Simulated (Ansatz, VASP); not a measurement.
# ZnO: VASP beside Ansatz

The input INCAR:

```
SYSTEM = ZnO
PREC     = Accurate       ! precision mode
ENCUT    = 1340           ! plane-wave cutoff, eV
EDIFF    = 1E-6           ! SCF threshold, eV
ISMEAR   = -1             ! smearing method
SIGMA    = 0.05           ! smearing width, eV
LREAL    = .FALSE.        ! projectors in reciprocal space
LASPH    = .TRUE.         ! aspherical terms in the spheres
NELM     = 120            ! most SCF steps
ALGO     = Normal         ! electronic algorithm
ISIF     = 2              ! what is computed and relaxed
LWAVE    = .FALSE.        ! write WAVECAR
LCHARG   = .FALSE.        ! write CHGCAR
GGA      = PE             ! functional
IVDW     = 12             ! dispersion correction
NBANDS   = 26             ! bands
GGA_COMPAT= .FALSE.
```

The input KPOINTS:

```
regular mesh
0
G
  9 9 5
  0 0 0
```

POSCAR

```
ZnO
1.0
    3.2493080000      0.0000000000      0.0000000000
   -1.6246540000      2.8139832727      0.0000000000
    0.0000000000      0.0000000000      5.2057090000
Zn O
2 2
Direct
    0.6666666667      0.3333333333      0.0000000000
    0.3333333333      0.6666666667      0.5000000000
    0.3333333333      0.6666666667      0.8790100000
    0.6666666667      0.3333333333      0.3790100000
```

Contents of input.yaml:

```yaml
crystal:
  lattice:
    - [3.249308, 0.0, 0.0]
    - [-1.624654, 2.8139832727, 0.0]
    - [0.0, 0.0, 5.205709]
  atoms:
    - { symbol: Zn, position: [0.6666666667, 0.3333333333, 0.0] }
    - { symbol: Zn, position: [0.3333333333, 0.6666666667, 0.5] }
    - { symbol: O, position: [0.3333333333, 0.6666666667, 0.87901] }
    - { symbol: O, position: [0.6666666667, 0.3333333333, 0.37901] }
hamiltonian:
  xc: pbe
  pseudopotentials: { kind: paw }
  dispersion: d3bj
kpoints:
  mp_grid: { grid: [9, 9, 5] }
scf:
  occupations: { method: fermi_dirac, width: 0.05 }
output:
  forces: true
  stress: true
  eigenvalues: true
```

Alike in both runs: task single point; functional PBE; dispersion D3(BJ); k mesh 9 × 9 × 5; occupations fermi-dirac, width 0.05 eV; no spin polarisation.

|  | VASP | Ansatz |
| --- | --- | --- |
| version | VASP 6.6.1 | Ansatz 0.2.0 |
| potentials or method | VASP PAW PBE potentials, release 64 (Zn, O_h) | Ansatz PAW |
| plane-wave cutoff (eV) | 1340 | 420 |
| valence electrons in the cell | 36 | 36 |

```tsv
	VASP	Ansatz	Ansatz less VASP
gap on the k mesh at the Fermi level (eV)	0.79	0.80	+0.012
least direct gap on the mesh (eV)	0.79	0.80	+0.012
pressure (GPa)	2.7	1.8	-0.91
traceless stress, the component that is largest in VASP (GPa)	1.20	1.17	-0.026
rms of the force components (eV/Å)	0.041	0.039	-0.0020
```

Atom by atom the forces differ by 0.002 eV/Å (rms over components).

Noted on Ansatz's run: odd divisions of the mesh miss points on the zone boundary, where band edges often lie, so the gap on the mesh can be too wide.
